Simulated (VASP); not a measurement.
# Hf3C2 (P6mm) in VASP: further runs

Runs on Hf3C2. Level: PBE. Tasks: single point, relaxation of cell and atoms.

Program: VASP 6.6.1. These are calculated values, not measurements. Logs are shortened: lines on timing, memory, paths and dates and some standing lists are left out, and cuts for length are marked.

### 1 The cell of the first run

The structure is hexagonal, space group P6mm (No. 183). Conventional cell: a = 4.102 Å, b = 4.102 Å, c = 5.693 Å, α = 90.00°, β = 90.00°, γ = 120.00°. Within 3.1 Å of Hf (site symmetry 3m) lie 3 Hf at 2.37 Å and 3 C at 2.40 Å. Within 2.0 Å of Hf (site symmetry 6mm) lie 2 C at 1.50 to 1.75 Å. Within 2.3 Å of C (site symmetry 6mm) lie 1 Hf at 1.75 Å. C (site symmetry 6mm) has 1 Hf at 1.50 Å within 2.0 Å.

### 2 Single point, PBE

Contents of INCAR:

```
PREC = Accurate
ENCUT = 520
EDIFF = 1E-6
ISMEAR = 0
SIGMA = 0.1
LREAL = F
LASPH = T
NELM = 100
ALGO = Normal
ISIF = 2
LWAVE = F
LCHARG = F
GGA = PE
NBANDS = 27
```

Contents of KPOINTS:

```
regular mesh
0
Gamma
  6 6 4
```

Contents of POSCAR:

```
Hf3C2
1.0
    4.1023247900      0.0000000000      0.0000000000
   -2.0511624000      3.5527174900      0.0000000000
    0.0000000000      0.0000000000      5.6928528900
Hf C
3 2
Direct
    0.3333333300      0.6666666700      0.6491476400
    0.6666666700      0.3333333300      0.6491476400
    0.0000000000      0.0000000000      0.2740757400
    0.0000000000      0.0000000000      0.5818084500
    0.0000000000      0.0000000000      0.0103654900
```

Potentials or basis: VASP PAW PBE potentials, release 64 (Hf_pv, C).

Started as:

```console
$ cat potpaw_PBE.64/Hf_pv/POTCAR potpaw_PBE.64/C/POTCAR > POTCAR
$ mpirun -np 1 vasp_std > vasp.out
```

OUTCAR:

```text
PREC = Accurate
   ENCUT = 520
   EDIFF = 1E-6
   ISMEAR = 0
   LREAL = F
   LASPH = T
   NELM = 100
   ISIF = 2
   GGA = PE

 ion  position               nearest neighbor table
   1  0.333  0.667  0.649-   2 2.37   2 2.37   2 2.37   4 2.40   4 2.40   4 2.40   3 3.19   3 3.19
                             3 3.19
   2  0.667  0.333  0.649-   1 2.37   1 2.37   1 2.37   4 2.40   4 2.40   4 2.40   3 3.19   3 3.19
                             3 3.19
   3  0.000  0.000  0.274-   5 1.50   4 1.75   1 3.19   2 3.19   2 3.19   1 3.19   2 3.19   1 3.19

   4  0.000  0.000  0.582-   3 1.75   2 2.40   1 2.40   2 2.40   1 2.40   2 2.40   1 2.40
   5  0.000  0.000  0.010-   3 1.50

  LATTYP: Found a hexagonal cell.
 ALAT       =     4.1023247900
 C/A-ratio  =     1.3877138407

  Lattice vectors:

 A1 = (   4.1023247900,   0.0000000000,   0.0000000000)
 A2 = (  -2.0511624000,   3.5527174900,   0.0000000000)
 A3 = (   0.0000000000,   0.0000000000,   5.6928528900)

Analysis of symmetry for initial positions (statically):
=====================================================================
 Subroutine PRICEL returns:
 Original cell was already a primitive cell.

 Routine SETGRP: Setting up the symmetry group for a
 hexagonal supercell.

 Subroutine GETGRP returns: Found 12 space group operations
 (whereof 12 operations were pure point group operations)
 out of a pool of 24 trial point group operations.

The static configuration has the point symmetry C_6v.

Analysis of symmetry for dynamics (positions and initial velocities):
=====================================================================
 Subroutine PRICEL returns:
 Original cell was already a primitive cell.

 Routine SETGRP: Setting up the symmetry group for a
 hexagonal supercell.

 Subroutine GETGRP returns: Found 12 space group operations
 (whereof 12 operations were pure point group operations)
 out of a pool of 24 trial point group operations.

The dynamic configuration has the point symmetry C_6v.

 Subroutine INISYM returns: Found 12 space group operations
 (whereof 12 operations are pure point group operations),
 and found     1 'primitive' translations

----------------------------------------------------------------------------------------

                                     Primitive cell

[... 90 lines left out ...]
   ENCUT  =  520.0 eV  38.22 Ry    6.18 a.u.   7.63  7.63 10.58*2*pi/ulx,y,z
   NELM   =    100;   NELMIN=  2; NELMDL= -5     # of ELM steps
   EDIFF  = 0.1E-05   stopping-criterion for ELM
   LREAL  =      F    real-space projection
   EDIFFG = 0.1E-04   stopping-criterion for IOM
   NSW    =      0    number of steps for IOM
   IBRION =     -1    ionic relax: 0-MD 1-quasi-New 2-CG
   NFREE  =      0    steps in history (QN), initial steepest desc. (CG)
   ISIF   =      2    stress and relaxation
   ISYM   =      2    0-nonsym 1-usesym 2-fastsym
   POTIM  = 0.5000    time-step for ionic-motion
   TEBEG  =    0.0;   TEEND  =   0.0 temperature during run
   PSTRESS=    0.0 pullay stress
   NELECT =      38.0000    total number of electrons
   NUPDOWN=      -1.0000    fix difference up-down
   EMIN   =  10.00;   EMAX   =-10.00  energy-range for DOS
   EFERMI =   0.00;   METHOD = LEGACY
   ISMEAR =     0;   SIGMA  =   0.10  broadening in eV -4-tet -1-fermi 0-gaus
   EFERMI_NEDOS =   21; number of points for ismear=-14 and -15
   IALGO  =     38    algorithm
   IMIX   =      4    mixing-type and parameters
     AMIX     =   0.40;   BMIX     =  1.00
     AMIX_MAG =   1.60;   BMIX_MAG =  1.00
  volume/ion in A,a.u.               =      16.59       111.98
  Fermi-wavevector in a.u.,A,eV,Ry     =   1.261912  2.384668 21.666222  1.592422
  Thomas-Fermi vector in A             =   2.395347
   LORBIT       =      0    0 simple, 1 ext, 2 COOP (PROOUT), +10 PAW based schemes
   GGA     = PE    functional components
   LHFCALC =     F    Hartree Fock is set to
   AEXX    =    0.0000 exact exchange contribution
   IVDW    =     0    specifies the selected vdW correction
   LEPSILON=     F    determine dielectric tensor
   LRPA    =     F    only Hartree local field effects (RPA)
 non-spin polarized calculation
 Gauss-broadening in eV      SIGMA  =   0.10
  energy-cutoff  :      520.00
  volume of cell :       82.97
 maximum number of plane-waves:      2258
 NGX is ok and might be reduce to    32
   NGX = 15   NGY = 15   NGZ = 21

 number of electron      38.0000001 magnetization

 Free energy of the ion-electron system (eV)
  ---------------------------------------------------
  ext. energy  EPLUGINS =         0.00000000
  ---------------------------------------------------
  free energy    TOTEN  =       -32.78596758 eV

  energy without entropy =      -32.77837719  energy(sigma->0) =      -32.78217238

 E-fermi :   4.1052     XC(G=0): -10.8502

 val. band max:        4.0690765280   @ k =   0.5000   0.0000   0.5000
 cond. band min:       4.1120818725   @ k =   0.5000   0.0000   0.2500
 fundamental gap:      0.0430053445
 Fermi energy:         4.1052322469

 k-point     1 :       0.0000    0.0000    0.0000
  band No.  band energies     occupation
      1     -28.0070      2.00000
      2     -28.0070      2.00000
      3     -27.7331      2.00000
      4     -26.4576      2.00000
      5     -25.5132      2.00000
      6     -25.3448      2.00000
[... 619 lines left out ...]
     26       7.8331      0.00000
     27       7.9566      0.00000

------------------------ aborting loop because EDIFF is reached ----------------------------------------

  FORCE on cell =-STRESS in cart. coord.  units (eV):
  Direction    XX          YY          ZZ          XY          YZ          ZX
  --------------------------------------------------------------------------------------
  -------------------------------------------------------------------------------------
  Total        9.6179465      9.6179466     47.3935369     -0.0000000      0.0000000      0.0000000
  in kB      185.7258113    185.7258120    915.1852799     -0.0000003      0.0000000      0.0000000
  external PRESSURE =     428.8789677 kB  Pullay stress =       0.0000000 kB

 VOLUME and BASIS-vectors are now :
 -----------------------------------------------------------------------------
  energy-cutoff  :      520.00
  volume of cell :       82.97
      direct lattice vectors                 reciprocal lattice vectors
     4.102324790  0.000000000  0.000000000     0.243764219  0.140737338  0.000000000
    -2.051162400  3.552717490  0.000000000     0.000000000  0.281474675  0.000000000
     0.000000000  0.000000000  5.692852890     0.000000000  0.000000000  0.175658851

 POSITION                                       TOTAL-FORCE (eV/Angst)
 -----------------------------------------------------------------------------------
     -0.00000      2.36848      3.69550         0.000000      0.000000      1.402624
      2.05116      1.18424      3.69550        -0.000000      0.000000      1.402624
      0.00000      0.00000      1.56027         0.000000     -0.000000     12.978527
      0.00000      0.00000      3.31215         0.000000      0.000000      7.898836
      0.00000      0.00000      0.05901         0.000000     -0.000000    -23.682610
 -----------------------------------------------------------------------------------
    total drift:                               -0.000000     -0.000000     -0.000949

  FREE ENERGIE OF THE ION-ELECTRON SYSTEM (eV)
  ---------------------------------------------------
  free  energy   TOTEN  =       -32.7859675783 eV

  energy  without entropy=      -32.7783771898  energy(sigma->0) =      -32.78217238
```

OSZICAR:

```text
N       E                     dE             d eps       ncg     rms          rms(c)
DAV:   1     0.177575791929E+03    0.17758E+03   -0.21319E+04  1142   0.136E+03
DAV:   2    -0.279671426056E+02   -0.20554E+03   -0.19897E+03  1377   0.335E+02
DAV:   3    -0.393276060418E+02   -0.11360E+02   -0.11173E+02  1556   0.567E+01
DAV:   4    -0.395664443695E+02   -0.23884E+00   -0.23798E+00  1449   0.875E+00
DAV:   5    -0.395723982633E+02   -0.59539E-02   -0.59476E-02  1475   0.126E+00    0.106E+02
DAV:   6    -0.331664277288E+02    0.64060E+01   -0.26629E+01  1498   0.212E+01    0.543E+01
DAV:   7    -0.330491870857E+02    0.11724E+00   -0.54380E+00  1438   0.105E+01    0.224E+01
DAV:   8    -0.328061372519E+02    0.24305E+00   -0.18321E+00  1437   0.690E+00    0.295E+00
DAV:   9    -0.327868584436E+02    0.19279E-01   -0.25108E-01  1365   0.254E+00    0.220E+00
DAV:  10    -0.327861851220E+02    0.67332E-03   -0.15108E-02  1396   0.672E-01    0.991E-01
DAV:  11    -0.327860073480E+02    0.17777E-03   -0.24851E-03  1538   0.248E-01    0.262E-01
DAV:  12    -0.327859649211E+02    0.42427E-04   -0.37150E-04  1419   0.993E-02    0.813E-02
DAV:  13    -0.327859666142E+02   -0.16931E-05   -0.23465E-05  1335   0.273E-02    0.293E-02
DAV:  14    -0.327859682350E+02   -0.16208E-05   -0.11527E-05  1352   0.162E-02    0.167E-02
DAV:  15    -0.327859675783E+02    0.65664E-06   -0.23714E-06  1029   0.724E-03
   1 F= -.32785968E+02 E0= -.32782172E+02  d E =-.759039E-02
```

stdout:

```text
POSCAR found type information on POSCAR HfC
 POSCAR found :  2 types and       5 ions
 scaLAPACK will be used
 LDA part: xc-table for (Slater+PW92), standard interpolation
 POSCAR, INCAR and KPOINTS ok, starting setup
 FFT: planning ... GRIDC
 FFT: planning ... GRID_SOFT
 FFT: planning ... GRID
 WAVECAR not read
 entering main loop
```

It took 20 s on 1 thread of Intel Xeon 6975P-C (Granite Rapids), shared host; peak memory 0.21 GiB.

Results:

```yaml
Free_energy: -32.7860 eV
Pressure: 42.9 GPa
Largest_force: 23.683 eV/Å
```

Forces on the atoms (eV/Å):
```
Hf    0.000   0.000   1.403
Hf    0.000   0.000   1.403
Hf    0.000   0.000  12.979
C     0.000   0.000   7.899
C     0.000   0.000 -23.683
```

Levels at points of the mesh, in eV from the Fermi level:
| k point | band 17 | band 18 | band 19 | band 20 | band 21 | band 22 |
| --- | --- | --- | --- | --- | --- | --- |
| (0.00, 0.00, 0.00) | -1.93 | -0.72 | -0.72 | 2.39 | 2.39 | 2.72 |
| (0.50, 0.00, 0.00) | -1.63 | -0.53 | -0.10 | 0.08 | 1.54 | 2.00 |
| (0.00, 0.00, 0.50) | -0.95 | -0.92 | -0.92 | 2.17 | 2.54 | 2.68 |
| (0.50, 0.00, 0.50) | -1.56 | -0.98 | -0.04 | 0.15 | 0.93 | 1.90 |

Caveat: spin-orbit coupling is left out, which moves the levels of the heavy elements; forces of over 1 eV/Å act on the atoms, so gaps and moduli don't describe the material at rest.

### 3 Relaxation of cell and atoms, PBE

This run uses another cell than the first one, of 18.76 Å³/atom, 1.131 times its volume.

Contents of INCAR:

```
PREC     = Accurate       # precision mode
ENCUT    = 600            # plane-wave cutoff, eV
EDIFF    = 1E-7           # SCF threshold, eV
ISMEAR   = 0              # smearing method
SIGMA    = 0.1            # smearing width, eV
LREAL    = False          # projectors in reciprocal space
LASPH    = True           # aspherical terms in the spheres
NELM     = 100            # most SCF steps
ALGO     = Normal         # electronic algorithm
ISIF     = 3              # what is computed and relaxed
LWAVE    = False          # write WAVECAR
LCHARG   = False          # write CHGCAR
GGA      = PE             # functional
IBRION   = 2              # ionic algorithm
NSW      = 100            # ionic steps
EDIFFG   = -0.01          # ionic threshold
```

Contents of KPOINTS:

```
Automatic mesh
0
Gamma
  12 12 8
```

Contents of POSCAR:

```
Hf3C2
1.0
    4.4115563409      0.0000000000      0.0000000000
   -2.2057781705      3.8205198615      0.0000000000
    0.0000000000      0.0000000000      5.5653428069
Hf C
3 2
Direct
    0.3333333333      0.6666666667      0.7138403427
    0.6666666667      0.3333333333      0.7138403427
    0.0000000000      0.0000000000      0.2457595365
    0.0000000000      0.0000000000      0.6225010295
    0.0000000000      0.0000000000      0.8686037085
```

Potentials or basis: VASP PAW PBE potentials, release 64 (Hf_pv, C).

Started as:

```console
$ cat potpaw_PBE.64/Hf_pv/POTCAR potpaw_PBE.64/C/POTCAR > POTCAR
$ mpirun -np 1 vasp_std > vasp.out
```

OUTCAR:

```text
PREC = Accurate
   ENCUT = 600
   EDIFF = 1E-7
   ISMEAR = 0
   LREAL = False
   LASPH = True
   NELM = 100
   ISIF = 3
   GGA = PE
   IBRION = 2
   NSW = 100
   EDIFFG = -0.01

 ion  position               nearest neighbor table
   1  0.333  0.667  0.714-   2 2.55   2 2.55   2 2.55   4 2.60   4 2.60   4 2.60   5 2.69   5 2.69
                             5 2.69   3 3.64   3 3.64   3 3.64
   2  0.667  0.333  0.714-   1 2.55   1 2.55   1 2.55   4 2.60   4 2.60   4 2.60   5 2.69   5 2.69
                             5 2.69   3 3.64   3 3.64   3 3.64
   3  0.000  0.000  0.246-   4 2.10   5 2.10   1 3.64   2 3.64   2 3.64   1 3.64   2 3.64   1 3.64

   4  0.000  0.000  0.623-   5 1.37   3 2.10   1 2.60   2 2.60   2 2.60   1 2.60   2 2.60   1 2.60

   5  0.000  0.000  0.869-   4 1.37   3 2.10   1 2.69   2 2.69   2 2.69   1 2.69   2 2.69   1 2.69

  LATTYP: Found a hexagonal cell.
[... 389 lines left out ...]

 Free energy of the ion-electron system (eV)
  ---------------------------------------------------
  ext. energy  EPLUGINS =         0.00000000
  ---------------------------------------------------
  free energy    TOTEN  =       -43.32130257 eV

  energy without entropy =      -43.29910657  energy(sigma->0) =      -43.31020457

 E-fermi :   4.2111     XC(G=0): -10.5198

 val. band max:        4.2009244445   @ k =   0.3333   0.2500   0.0000
 cond. band min:       4.2174771453   @ k =   0.2500   0.2500   0.3750
 fundamental gap:      0.0165527008
 Fermi energy:         4.2111321187

 k-point     1 :       0.0000    0.0000    0.0000
  band No.  band energies     occupation
      1     -27.6360      2.00000
      2     -27.6360      2.00000
      3     -27.3092      2.00000
      4     -27.3092      2.00000
      5     -27.1248      2.00000
      6     -26.7558      2.00000
[... 613 lines left out ...]
     22       5.8568      0.00000
     23       5.9943      0.00000

 [... further k-points ...]
[... 5 lines left out ...]
  --------------------------------------------------------------------------------------
  -------------------------------------------------------------------------------------
  Total       -0.0037329     -0.0037329     -0.0044029      0.0000000     -0.0000000      0.0000000
  in kB       -0.0639196     -0.0639196     -0.0753920      0.0000000     -0.0000000      0.0000000
  external PRESSURE =      -0.0677437 kB  Pullay stress =       0.0000000 kB
[... 20 lines left out ...]
  FREE ENERGIE OF THE ION-ELECTRON SYSTEM (eV)
  ---------------------------------------------------
  free  energy   TOTEN  =       -43.3213025731 eV

  energy  without entropy=      -43.2991065731  energy(sigma->0) =      -43.31020457

 reached required accuracy - stopping structural energy minimisation
```

It took 21 min on 1 thread of Intel Xeon 6975P-C (Granite Rapids), shared host; peak memory 0.39 GiB.

Results:

| Quantity | Value |
| --- | --- |
| Free energy | -43.3213 eV |
| Relaxed volume | 18.71 Å³/atom |
| Relaxed cell | a = 4.412 Å, b = 4.412 Å, c = 5.551 Å, α = 90.00°, β = 90.00°, γ = 120.00° |
| Space group after relaxing (to 0.05 Å) | P6/mmm (No. 191) |
| Energy gained by relaxing | 0.9 meV/atom |
| Ionic steps | 22 |
| Pressure after relaxing | 0.0 GPa |
| Band gap on the k mesh | zero (band 19 reaches 4.90 eV, above the bottom of band 20 at 3.50 eV) |

The path:
```
step  energy change (eV)  largest force (eV/Å)  pressure (GPa)  volume (Å³)
   1              0.0000                0.1089           -0.18        93.80
   2              0.0004                0.2032            0.23        93.51
   3             -0.0003                0.0540           -0.02        93.69
   4             -0.0003                0.0772            0.14        93.62
   5             -0.0004                0.0338            0.06        93.65
   6             -0.0005                0.0286            0.05        93.67
   7             -0.0007                0.0524           -0.01        93.72
   8             -0.0011                0.1008           -0.12        93.83
   9             -0.0011                0.1992           -0.31        94.05
  10             -0.0012                0.1497           -0.22        93.94
  11             -0.0012                0.1481           -0.22        93.94
  12             -0.0014                0.1423           -0.22        93.94
  13             -0.0016                0.1303           -0.22        93.94
  14             -0.0020                0.1072           -0.23        93.94
  15             -0.0027                0.0608           -0.24        93.94
  16             -0.0036                0.0487           -0.23        93.93
  17             -0.0028                0.2237           -0.13        93.92
  18             -0.0037                0.0799           -0.21        93.93
  19             -0.0044                0.0561           -0.09        93.76
  20             -0.0046                0.0950            0.03        93.59
  21             -0.0045                0.1296           -0.06        93.53
  22             -0.0047                0.0009           -0.01        93.57
```

Final structure:
```
CELL_PARAMETERS angstrom
4.41157 0.00000 0.00000
-2.20578 3.82053 0.00000
0.00000 0.00000 5.55145
ATOMIC_POSITIONS crystal
Hf 0.33333 0.66667 0.73278
Hf 0.66667 0.33333 0.73278
Hf 0.00000 0.00000 0.23300
C 0.00000 0.00000 0.60959
C 0.00000 0.00000 0.85639
```

Levels at points of the mesh, in eV from the Fermi level:
| k point | band 15 | band 16 | band 17 | band 18 | band 19 | band 20 | band 21 | band 22 | band 23 |
| --- | --- | --- | --- | --- | --- | --- | --- | --- | --- |
| (0.00, 0.00, 0.00) | -3.10 | -1.63 | -1.63 | -0.68 | -0.40 | -0.40 | 0.71 | 0.71 | 1.94 |
| (0.50, 0.00, 0.00) | -3.09 | -2.43 | -2.23 | -1.06 | -0.92 | 0.33 | 1.28 | 2.12 | 2.21 |
| (0.00, 0.00, 0.50) | -2.56 | -0.98 | -0.98 | -0.33 | -0.31 | -0.31 | 0.57 | 1.61 | 1.61 |
| (0.50, 0.00, 0.50) | -2.54 | -1.94 | -1.85 | -1.22 | -0.31 | 0.05 | 1.32 | 1.88 | 2.20 |

Caveat: spin-orbit coupling is left out, which moves the levels of the heavy elements.
